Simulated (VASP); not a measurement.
# Y (P6/mmm) in VASP: notebook

Y is run at these levels: PBE; tasks: single point.

Program: VASP 6.6.1. These are calculated values, not measurements. Logs are shortened: lines on timing, memory, paths and dates and some standing lists are left out, and cuts for length are marked.

**1. The cell of the first run**

Symmetry: P6/mmm, No. 191, hexagonal system. The conventional cell has a = 5.648 Å, b = 5.648 Å, c = 3.529 Å, α = 90.00°, β = 90.00°, γ = 120.00°. Within 4.6 Å of Y (site symmetry 6/mmm) lie 14 Y at 3.53 to 3.71 Å. Y (site symmetry -6m2) has 11 Y at 3.26 to 3.71 Å within 4.3 Å.

This isn't the form of Y at room conditions, which is hcp.

**2. Single point, PBE**

Input file INCAR:

```
ALGO = Normal
EDIFF = 1E-6
ENCUT = 520
GGA = PE
ISIF = 2
ISMEAR = -1
LASPH = T
LCHARG = T
LELF = T
LREAL = F
LVHAR = T
LWAVE = F
NBANDS = 24
NELM = 80
PREC = Accurate
SIGMA = 0.08
```

Input file KPOINTS:

```
k-points
0
Gamma
  6 6 9
```

Input file POSCAR:

```
Y
1.0
    5.6478771926      0.0000000000      0.0000000000
   -2.8239385963      4.8912051262      0.0000000000
    0.0000000000      0.0000000000      3.5285048655
Y
3
Direct
    0.0000000000      0.0000000000      0.0000000000
    0.3333333333      0.6666666667      0.5000000000
    0.6666666667      0.3333333333      0.5000000000
```

Potentials or basis: VASP PAW PBE potentials, release 64 (Y_sv).

Started as:

```sh
> cat potpaw_PBE.64/Y_sv/POTCAR > POTCAR
> mpirun -np 1 vasp_std > vasp.out
```

OUTCAR:

```text
EDIFF = 1E-6
   ENCUT = 520
   GGA = PE
   ISIF = 2
   ISMEAR = -1
   LASPH = T
   LREAL = F
   NELM = 80
   PREC = Accurate

 ion  position               nearest neighbor table
   1  0.000  0.000  0.000-   2 3.71   3 3.71   2 3.71   3 3.71   2 3.71   2 3.71   3 3.71   3 3.71
                             3 3.71   3 3.71   2 3.71   2 3.71
   2  0.333  0.667  0.500-   3 3.26   3 3.26   3 3.26   1 3.71   1 3.71   1 3.71   1 3.71   1 3.71
                             1 3.71
   3  0.667  0.333  0.500-   2 3.26   2 3.26   2 3.26   1 3.71   1 3.71   1 3.71   1 3.71   1 3.71
                             1 3.71

  LATTYP: Found a hexagonal cell.
 ALAT       =     5.6478771926
 C/A-ratio  =     0.6247488650

  Lattice vectors:

 A1 = (   5.6478771926,   0.0000000000,   0.0000000000)
 A2 = (  -2.8239385963,   4.8912051262,   0.0000000000)
 A3 = (   0.0000000000,   0.0000000000,   3.5285048655)

Analysis of symmetry for initial positions (statically):
=====================================================================
 Subroutine PRICEL returns:
 Original cell was already a primitive cell.

 Routine SETGRP: Setting up the symmetry group for a
 hexagonal supercell.

 Subroutine GETGRP returns: Found 24 space group operations
 (whereof 24 operations were pure point group operations)
 out of a pool of 24 trial point group operations.

The static configuration has the point symmetry D_6h.

Analysis of symmetry for dynamics (positions and initial velocities):
=====================================================================
 Subroutine PRICEL returns:
 Original cell was already a primitive cell.

 Routine SETGRP: Setting up the symmetry group for a
 hexagonal supercell.

 Subroutine GETGRP returns: Found 24 space group operations
 (whereof 24 operations were pure point group operations)
 out of a pool of 24 trial point group operations.

The dynamic configuration has the point symmetry D_6h.

 Subroutine INISYM returns: Found 24 space group operations
 (whereof 24 operations are pure point group operations),
 and found     1 'primitive' translations

----------------------------------------------------------------------------------------

                                     Primitive cell

  volume of cell :      97.4747

  direct lattice vectors                    reciprocal lattice vectors
     5.647877193  0.000000000  0.000000000     0.177057674  0.102224296  0.000000000
    -2.823938596  4.891205126  0.000000000     0.000000000  0.204448592  0.000000000
     0.000000000  0.000000000  3.528504865     0.000000000  0.000000000  0.283406156

  length of vectors
     5.647877193  5.647877193  3.528504865     0.204448592  0.204448592  0.283406156

  position of ions in fractional coordinates (direct lattice)
     0.000000000  0.000000000  0.000000000
     0.333333333  0.666666667  0.500000000
     0.666666667  0.333333333  0.500000000

  ion indices of the primitive-cell ions
   primitive index   ion index
                 1           1
                 2           2
                 3           3

----------------------------------------------------------------------------------------

 KPOINTS: k-points

Automatic generation of k-mesh.
 Grid dimensions read from file:
 generate k-points for:    6    6    9

 Generating k-lattice:

  Cartesian coordinates                     Fractional coordinates (reciprocal lattice)
     0.029509612  0.017037383  0.000000000     0.166666667  0.000000000  0.000000000
     0.000000000  0.034074765  0.000000000     0.000000000  0.166666667  0.000000000
     0.000000000  0.000000000  0.031489573     0.000000000  0.000000000  0.111111111

  Length of vectors
     0.034074765  0.034074765  0.031489573

  Shift w.r.t. Gamma in fractional coordinates (k-lattice)
     0.000000000  0.000000000  0.000000000

 Subroutine IBZKPT returns following result:
 ===========================================

 Found     35 irreducible k-points:

 Following reciprocal coordinates:
            Coordinates               Weight
  0.000000  0.000000  0.000000      1.000000
  0.166667 -0.000000  0.000000      6.000000
  0.333333  0.000000  0.000000      6.000000
  0.500000 -0.000000  0.000000      3.000000
  0.166667  0.166667  0.000000      6.000000
  0.333333  0.166667  0.000000     12.000000
[... 16 lines left out ...]
  0.166667 -0.000000  0.333333     12.000000
  0.333333  0.000000  0.333333     12.000000
 [... further k-points ...]
   k-points           NKPTS =     35   k-points in BZ     NKDIM =     35   number of bands    NBANDS=     24
   number of dos      NEDOS =    301   number of ions     NIONS =      3
   total plane-waves  NPLWV =  49392
   dimension x,y,z NGX =    42 NGY =   42 NGZ =   28
   dimension x,y,z NGXF=    84 NGYF=   84 NGZF=   56
   ions per type =               3
   NGX,Y,Z   is equivalent  to a cutoff of  12.36, 12.36, 13.19 a.u.
   NGXF,Y,Z  is equivalent  to a cutoff of  24.73, 24.73, 26.38 a.u.
 SYSTEM =  unknown system
   PREC   = accura    normal or accurate (medium, high low for compatibility)
   ISTART =      0    job   : 0-new  1-cont  2-samecut
   ICHARG =      2    charge: 1-file 2-atom 10-const
   ISPIN  =      1    spin polarized calculation?
   LNONCOLLINEAR =      F non collinear calculations
   LSORBIT =      F    spin-orbit coupling
   LASPH  =      T    aspherical Exc in radial PAW
   ENCUT  =  520.0 eV  38.22 Ry    6.18 a.u.  10.50 10.50  6.56*2*pi/ulx,y,z
   NELM   =     80;   NELMIN=  2; NELMDL= -5     # of ELM steps
   EDIFF  = 0.1E-05   stopping-criterion for ELM
   LREAL  =      F    real-space projection
   EDIFFG = 0.1E-04   stopping-criterion for IOM
   NSW    =      0    number of steps for IOM
   IBRION =     -1    ionic relax: 0-MD 1-quasi-New 2-CG
   NFREE  =      0    steps in history (QN), initial steepest desc. (CG)
   ISIF   =      2    stress and relaxation
   ISYM   =      2    0-nonsym 1-usesym 2-fastsym
   POTIM  = 0.5000    time-step for ionic-motion
   TEBEG  =    0.0;   TEEND  =   0.0 temperature during run
   PSTRESS=    0.0 pullay stress
   NELECT =      33.0000    total number of electrons
   NUPDOWN=      -1.0000    fix difference up-down
   EMIN   =  10.00;   EMAX   =-10.00  energy-range for DOS
   EFERMI =   0.00;   METHOD = LEGACY
   ISMEAR =    -1;   SIGMA  =   0.08  broadening in eV -4-tet -1-fermi 0-gaus
   EFERMI_NEDOS =   21; number of points for ismear=-14 and -15
   IALGO  =     38    algorithm
   IMIX   =      4    mixing-type and parameters
     AMIX     =   0.40;   BMIX     =  1.00
     AMIX_MAG =   1.60;   BMIX_MAG =  1.00
  volume/ion in A,a.u.               =      32.49       219.26
  Fermi-wavevector in a.u.,A,eV,Ry     =   1.140991  2.156160 17.712885  1.301860
  Thomas-Fermi vector in A             =   2.277692
   LORBIT       =      0    0 simple, 1 ext, 2 COOP (PROOUT), +10 PAW based schemes
   GGA     = PE    functional components
   LHFCALC =     F    Hartree Fock is set to
   AEXX    =    0.0000 exact exchange contribution
   IVDW    =     0    specifies the selected vdW correction
   LEPSILON=     F    determine dielectric tensor
   LRPA    =     F    only Hartree local field effects (RPA)
 non-spin polarized calculation
  energy-cutoff  :      520.00
  volume of cell :       97.47
 maximum number of plane-waves:      2647
 NGX is ok and might be reduce to    42
   NGX = 21   NGY = 21   NGZ = 13

 number of electron      33.0000000 magnetization

 Free energy of the ion-electron system (eV)
  ---------------------------------------------------
  ext. energy  EPLUGINS =         0.00000000
  ---------------------------------------------------
  free energy    TOTEN  =       -19.17110490 eV

  energy without entropy =      -19.04541209  energy(sigma->0) =      -19.10825849

 E-fermi :   3.0036     XC(G=0):  -9.4648

 val. band max:        2.9998380338   @ k =   0.3333   0.1667   0.4444
 cond. band min:       3.0246098196   @ k =   0.3333   0.0000   0.0000
 fundamental gap:      0.0247717858
 Fermi energy:         3.0035686875

 k-point     1 :       0.0000    0.0000    0.0000
  band No.  band energies     occupation
      1     -39.6674      2.00000
      2     -39.5591      2.00000
      3     -39.5584      2.00000
      4     -19.8585      2.00000
      5     -19.8585      2.00000
      6     -19.6519      2.00000
[... 16 lines left out ...]
     23       5.8475      0.00000
     24       5.8708      0.00000

 k-point     2 :       0.1667   -0.0000    0.0000
  band No.  band energies     occupation
      1     -39.6601      2.00000
      2     -39.5645      2.00000
      3     -39.5604      2.00000
      4     -19.8968      2.00000
      5     -19.8635      2.00000
      6     -19.6044      2.00000
[... 16 lines left out ...]
     23       5.4951      0.00000
     24       5.6346      0.00000

 k-point     3 :       0.3333    0.0000    0.0000
  band No.  band energies     occupation
      1     -39.6413      2.00000
      2     -39.5809      2.00000
      3     -39.5631      2.00000
      4     -19.9502      2.00000
      5     -19.8239      2.00000
      6     -19.5277      2.00000
[... 16 lines left out ...]
     23       5.5110      0.00000
     24       6.2762      0.00000

 k-point     4 :       0.5000   -0.0000    0.0000
  band No.  band energies     occupation
      1     -39.6254      2.00000
      2     -39.5956      2.00000
      3     -39.5644      2.00000
      4     -19.9714      2.00000
      5     -19.7518      2.00000
      6     -19.6273      2.00000
[... 16 lines left out ...]
     23       5.9215      0.00000
     24       5.9801      0.00000

 k-point     5 :       0.1667    0.1667    0.0000
  band No.  band energies     occupation
      1     -39.6470      2.00000
      2     -39.5753      2.00000
      3     -39.5630      2.00000
      4     -19.9229      2.00000
      5     -19.8597      2.00000
      6     -19.5367      2.00000
[... 16 lines left out ...]
     23       5.2938      0.00000
     24       6.0654      0.00000

 k-point     6 :       0.3333    0.1667    0.0000
  band No.  band energies     occupation
      1     -39.6267      2.00000
      2     -39.5930      2.00000
      3     -39.5658      2.00000
      4     -19.9433      2.00000
      5     -19.7975      2.00000
      6     -19.6211      2.00000
[... 16 lines left out ...]
     23       5.5270      0.00000
     24       6.1404      0.00000
[... 379 lines left out ...]
 k-point    21 :       0.3333    0.3333    0.2222
  band No.  band energies     occupation
      1     -39.5981      2.00000
      2     -39.5981      2.00000
      3     -39.5573      2.00000
      4     -19.9208      2.00000
      5     -19.7107      2.00000
      6     -19.7107      2.00000
[... 16 lines left out ...]
     23       5.0181      0.00000
     24       6.4750      0.00000

 k-point    22 :       0.0000    0.0000    0.3333
  band No.  band energies     occupation
      1     -39.6410      2.00000
      2     -39.5462      2.00000
      3     -39.5398      2.00000
      4     -19.8249      2.00000
      5     -19.8249      2.00000
      6     -19.7553      2.00000
[... 16 lines left out ...]
     23       6.2824      0.00000
     24       6.7357      0.00000

 k-point    23 :       0.1667   -0.0000    0.3333
  band No.  band energies     occupation
      1     -39.6348      2.00000
      2     -39.5467      2.00000
      3     -39.5456      2.00000
      4     -19.8426      2.00000
      5     -19.8166      2.00000
      6     -19.7581      2.00000
[... 16 lines left out ...]
     23       6.2072      0.00000
     24       6.6719      0.00000

 k-point    24 :       0.3333    0.0000    0.3333
  band No.  band energies     occupation
      1     -39.6189      2.00000
      2     -39.5612      2.00000
      3     -39.5473      2.00000
      4     -19.8727      2.00000
      5     -19.8095      2.00000
      6     -19.7528      2.00000
[... 16 lines left out ...]
     23       6.1446      0.00000
     24       6.4461      0.00000

 [... further k-points ...]

------------------------ aborting loop because EDIFF is reached ----------------------------------------

  FORCE on cell =-STRESS in cart. coord.  units (eV):
  Direction    XX          YY          ZZ          XY          YZ          ZX
  --------------------------------------------------------------------------------------
  -------------------------------------------------------------------------------------
  Total       -0.0618978     -0.0618978     -0.0510284      0.0000000      0.0000000      0.0000000
  in kB       -1.0174055     -1.0174055     -0.8387470      0.0000000      0.0000000      0.0000000
  external PRESSURE =      -0.9578527 kB  Pullay stress =       0.0000000 kB

 VOLUME and BASIS-vectors are now :
 -----------------------------------------------------------------------------
  energy-cutoff  :      520.00
  volume of cell :       97.47
      direct lattice vectors                 reciprocal lattice vectors
     5.647877193  0.000000000  0.000000000     0.177057674  0.102224296  0.000000000
    -2.823938596  4.891205126  0.000000000     0.000000000  0.204448592  0.000000000
     0.000000000  0.000000000  3.528504865     0.000000000  0.000000000  0.283406156

 POSITION                                       TOTAL-FORCE (eV/Angst)
 -----------------------------------------------------------------------------------
      0.00000      0.00000      0.00000        -0.000000      0.000000      0.000000
     -0.00000      3.26080      1.76425         0.000000      0.000000      0.000000
      2.82394      1.63040      1.76425         0.000000     -0.000000     -0.000000
 -----------------------------------------------------------------------------------
    total drift:                               -0.000000      0.000000     -0.000000

  FREE ENERGIE OF THE ION-ELECTRON SYSTEM (eV)
  ---------------------------------------------------
  free  energy   TOTEN  =       -19.1711048964 eV

  energy  without entropy=      -19.0454120912  energy(sigma->0) =      -19.10825849
```

Run time: 65 s. Hardware: 1 thread of Intel Xeon Platinum 8488C (Sapphire Rapids), shared host; peak memory 0.25 GiB.

What came out:

| Property | Result |
| --- | --- |
| Free energy | -19.1711 eV |
| Pressure | -0.1 GPa |
| Band gap on the k mesh | zero (an odd number of electrons rules out a gap without spin polarisation) |

**3. Single point, PBE**

Input file INCAR:

```
SYSTEM = Y
PREC = Accurate ; ENCUT = 520
EDIFF = 1E-6 ; ISMEAR = -1
SIGMA = 0.08 ; LREAL = .False.
LASPH = .True. ; NELM = 100
ALGO = Normal ; ISIF = 2
LWAVE = .False. ; LCHARG = .True.
GGA = PE ; LELF = .True.
LVHAR = .True. ; NBANDS = 24
```

Input file KPOINTS:

```
Automatic mesh
0
Gamma
  6 6 9
  0 0 0
```

POSCAR is that of step 2.

Potentials or basis: VASP PAW PBE potentials, release 64 (Y_sv).

Started as:

```sh
> cat potpaw_PBE.64/Y_sv/POTCAR > POTCAR
> mpirun -np 1 vasp_std > vasp.out
```

It took 67 s on 1 thread of Intel Xeon Platinum 8488C (Sapphire Rapids), shared host; peak memory 0.26 GiB.

Results (log left out):

* Free energy: -19.1711 eV
* Pressure: -0.1 GPa
* Band gap on the k mesh: zero (an odd number of electrons rules out a gap without spin polarisation)

Levels at points of the mesh, in eV from the Fermi level:
```
           k point  band 13  band 14  band 15  band 16  band 17  band 18  band 19  band 20  band 21  band 22
(0.00, 0.00, 0.00)    -4.63    -1.00     0.07     0.07     0.12     0.12     0.47     1.74     2.40     2.40
(0.50, 0.00, 0.00)    -2.76    -2.69    -1.78     0.39     0.54     0.58     0.98     1.05     1.50     1.95
```

The gap in the log of VASP goes by the Fermi energy; the results here count the filled bands.